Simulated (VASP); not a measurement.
A run of VASP 6.6.1:

File INCAR:

```
PREC     = Accurate       # precision mode
ENCUT    = 520            # plane-wave cutoff, eV
EDIFF    = 1E-6           # SCF threshold, eV
ISMEAR   = 0              # smearing method
SIGMA    = 0.15           # smearing width, eV
LREAL    = F              # projectors in reciprocal space
LASPH    = T              # aspherical terms in the spheres
NELM     = 60             # most SCF steps
ALGO     = Normal         # electronic algorithm
ISIF     = 2              # what is computed and relaxed
LWAVE    = F              # write WAVECAR
LCHARG   = T              # write CHGCAR
GGA      = CA             # functional
LELF     = T              # ELF
LVHAR    = T            
NBANDS   = 26             # bands
```

The input KPOINTS:

```
Automatic mesh
0
Gamma
  10 10 8
```

The input POSCAR:

```
Si
1.0
    4.5521371120     -2.4347064072      0.0000000000
    4.5521371120      2.4347064072      0.0000000000
    0.0000000000      0.0000000000      5.3276483626
Si
8
Direct
    0.5000000000      0.5000000000      0.7705063097
    0.5000000000      0.5000000000      0.2294936903
    1.0000000000      0.0000000000      0.2705063097
    0.0000000000      1.0000000000      0.7294936903
    0.7426817051      0.7062875308      0.5000000000
    0.2262158285      0.2262158285      0.0000000000
    0.2737841715      0.2737841715      0.5000000000
    0.7737841715      0.7737841715      0.0000000000
```

Potentials or basis: VASP PAW LDA potentials, release 64 (Si).

Run with:

```console
$ cat potpaw_LDA.64/Si/POTCAR > POTCAR
$ mpirun -np 1 vasp_std > vasp.out
```

Hardware: 1 thread of AMD EPYC 7R43 64-Core Processor (Zen 3) (shared host).

How long does it take, and how much memory?

Run time: 17 min on 1 thread of AMD EPYC 7R43 64-Core Processor (Zen 3), on a shared host, peak memory 0.54 GiB. Counts: scf iterations 12, k points 260.
